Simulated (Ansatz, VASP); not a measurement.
# H6C3O in VASP and in Ansatz

```xyz
30
Lattice="7.5420 0.0000 0.0000 0.0000 7.5420 0.0000 0.0000 0.0000 7.5420" Properties=species:S:1:pos:R:3 pbc="T T T"
O    -0.2756    7.0333    5.4935
O     1.7185    3.2250    1.7608
O     5.8555    4.9507    8.9992
C     0.2999    6.3979    4.6360
C     1.9108    2.0413    1.5768
C     5.9643    4.8364    7.7964
C     5.1549    1.5444    3.6849
C     5.2744    1.4376    2.3605
C     3.5622    5.5211    5.3329
C     3.7517    5.2953    4.0324
C     0.6669    2.7353    6.1198
C     1.1941    2.5777    4.9046
H     0.9787    6.8820    3.8973
H     0.1936    5.2902    4.5329
H     2.1936    1.3449    2.4013
H     1.8395    1.6002    0.5530
H     6.4515    5.6140    7.1600
H     5.5598    3.9450    7.2549
H     5.1590    2.5197    4.1748
H     5.0580    0.6674    4.3250
H     5.3790    2.3266    1.7362
H     5.2830    0.4648    1.8656
H     4.2427    6.1528    5.9060
H     2.7217    5.0865    5.8772
H     4.6084    5.7080    3.4977
H     3.0678    4.6778    3.4456
H    -0.2824    2.2663    6.3851
H     1.1485    3.3448    6.8887
H     0.6772    1.9980    4.1384
H     2.1456    3.0248    4.6231
```

Alike in both runs: functional PBE; dispersion D3(BJ); k mesh 1 × 1 × 1; occupations fermi-dirac, width 0.02 eV; no spin polarisation.

Ansatz relaxed the structure, and its values are those at the end. VASP's run is a single point on that final structure, the one shown.

|  | VASP | Ansatz |
| --- | --- | --- |
| version | VASP 6.6.1 | Ansatz 0.2.0 |
| potentials or method | VASP PAW PBE potentials, release 64 (O_h, C_h, H_h), cutoff 1000 eV | scalar-relativistic, plane waves, PAW |
| valence electrons in the cell | 72 | 72 |

|  | VASP | Ansatz | Ansatz less VASP |
| --- | --- | --- | --- |
| rms of the force components (eV/Å) | 0.043 | 0.044 | +0.0011 |
